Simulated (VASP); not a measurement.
Input of a VASP 6.6.1 run:

Contents of INCAR:

```
PREC = Accurate
ENCUT = 600
EDIFF = 1E-7
ISMEAR = 0
SIGMA = 0.1
LREAL = False
LASPH = True
NELM = 60
ALGO = Normal
ISIF = 3
LWAVE = False
LCHARG = False
GGA = PE
IBRION = 2
NSW = 100
EDIFFG = -0.01
```

KPOINTS

```
Automatic mesh
0
Gamma
  10 10 12
```

File POSCAR:

```
B
1.0
    2.5672691241     -2.9512750917      0.0000000000
    2.5672691241      2.9512750917      0.0000000000
    0.0000000000      0.0000000000      3.1344223312
B
6
Direct
    0.5782101018      0.0782101018      0.2514796631
    0.9217898982      0.4217898982      0.2514796631
    0.4217898982      0.9217898982      0.7485203369
    0.0782101018      0.5782101018      0.7485203369
    0.2500000000      0.2500000000      0.0000000000
    0.7500000000      0.7500000000      0.0000000000
```

Potentials or basis: VASP PAW PBE potentials, release 64 (B).

Launch:

```console
$ cat potpaw_PBE.64/B/POTCAR > POTCAR
$ mpirun -np 1 vasp_std > vasp.out
```

(1) Predict the space group after relaxing (to 0.1 Å).

(2) Estimate the relaxed cell.

(3) What does it give for the relaxed volume?

Results:

(1) Cmme (No. 67).

(2) a = 3.934 Å, b = 3.934 Å, c = 3.088 Å, α = 90.00°, β = 90.00°, γ = 97.72°.

(3) 7.89 Å³/atom.
